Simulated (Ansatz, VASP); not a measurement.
# Two plane-wave programs on Tc

The input POSCAR:

```
Tc
1.0
    2.7581462242      0.0000000000      0.0000000000
   -1.3790731121      2.3886246975      0.0000000000
    0.0000000000      0.0000000000      4.4271266766
Tc
2
Direct
    0.6666666667      0.3333333333      0.7500000000
    0.3333333333      0.6666666667      0.2500000000
```

The input INCAR.step1:

```
SYSTEM = Tc
PREC = Accurate ; ENCUT = 520
ISMEAR = -1 ; SIGMA = 0.05
LREAL = .False. ; LASPH = .True.
NELM = 80 ; NBANDS = 20
GGA = PE ; ALGO = Normal
EDIFF = 1E-4 ; LWAVE = .True.
LCHARG = .False.
```

File INCAR.step2:

```
SYSTEM = Tc
PREC = Accurate ; ENCUT = 520
EDIFF = 1E-6 ; ISMEAR = -1
SIGMA = 0.05 ; LREAL = .False.
LASPH = .True. ; NELM = 80
ALGO = Normal ; ISIF = 2
LWAVE = .False. ; LCHARG = .True.
METAGGA = R2SCAN ; LMIXTAU = .True.
LELF = .True. ; LVHAR = .True.
NBANDS = 20 ; ISTART = 1
```

File KPOINTS:

```
Automatic mesh
0
Gamma
  11 11 6
  0 0 0
```

The input input.yaml:

```yaml
crystal:
  lattice:
    - [2.7581462242, 0.0, 0.0]
    - [-1.3790731121, 2.3886246975, 0.0]
    - [0.0, 0.0, 4.4271266766]
  atoms:
    - { symbol: Tc, position: [0.6666666667, 0.3333333333, 0.75] }
    - { symbol: Tc, position: [0.3333333333, 0.6666666667, 0.25] }
hamiltonian:
  xc: r2scan
  pseudopotentials: { kind: paw }
kpoints:
  mp_grid: { grid: [11, 11, 6] }
scf:
  occupations: { method: fermi_dirac, width: 0.05 }
output:
  forces: true
  stress: true
  eigenvalues: true
```

Alike in both runs: task single point; functional r2SCAN; k mesh 11 × 11 × 6; occupations fermi-dirac, width 0.05 eV; no spin polarisation.

|  | VASP | Ansatz |
| --- | --- | --- |
| version | VASP 6.6.1 | Ansatz 0.2.0 |
| potentials or method | VASP PAW PBE potentials, release 64 (Tc_pv) | Ansatz PAW earlier set |
| plane-wave cutoff (eV) | 520 | 500 |
| valence electrons in the cell | 26 | 30 |

|  | VASP | Ansatz | Ansatz less VASP |
| --- | --- | --- | --- |
| gap on the k mesh at the Fermi level (eV) | none | none | - |
| pressure (GPa) | -7.6 | -8.0 | -0.41 |
| traceless stress, the component that is largest in VASP (GPa) | 0.30 | 0.19 | -0.109 |

VASP's potentials were made for PBE, not for r2SCAN. A gap of «none» marks a metal or a gap that the smearing closes. VASP's potentials hold 26 valence electrons a cell and Ansatz's 30, so a difference there can come from the potentials and not from the codes.
